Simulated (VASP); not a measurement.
HgH2, 6 atoms in the cell. Symmetry: P4/nmm, No. 129, tetragonal system. Conventional cell: a = 3.560 Å, b = 3.560 Å, c = 5.432 Å, α = 90.00°, β = 90.00°, γ = 90.00°. Within 3.1 Å of Hg (site symmetry 4mm) lie 10 H at 2.34 to 3.10 Å. H (site symmetry -4m2) has 8 H at 2.31 to 2.52 Å and 4 Hg at 2.41 Å within 3.0 Å. Within 3.0 Å of H (site symmetry 4mm) lie 4 H at 2.31 Å and 5 Hg at 2.34 to 2.52 Å. 

- Program: VASP 6.6.1
- Task: single point
- Functional: PBE
- Potentials or basis: VASP PAW PBE potentials, release 64 (Hg, H)
- Cutoff: 520 eV
- k mesh: 6 × 6 × 4
- Occupations: gaussian, width 0.1 eV
- Spin: no spin polarisation
- Dipole correction: no
- Further INCAR settings: ALGO = Normal; EDIFF = 1e-06; NBANDS = 23

Potentials or basis: VASP PAW PBE potentials, release 64 (Hg, H).

Command:

```bash
$ cat potpaw_PBE.64/Hg/POTCAR potpaw_PBE.64/H/POTCAR > POTCAR
$ mpirun -np 1 vasp_std > vasp.out
```

Hardware: 1 thread of Intel(R) Xeon(R) 6975P-C (Granite Rapids) (shared host).

Question: How long does it take, and how much memory?

Answer: Wall time 14 s on 1 thread of Intel(R) Xeon(R) 6975P-C (Granite Rapids) (shared host), peak memory 0.19 GiB. Counts: scf iterations 12, k points 30.
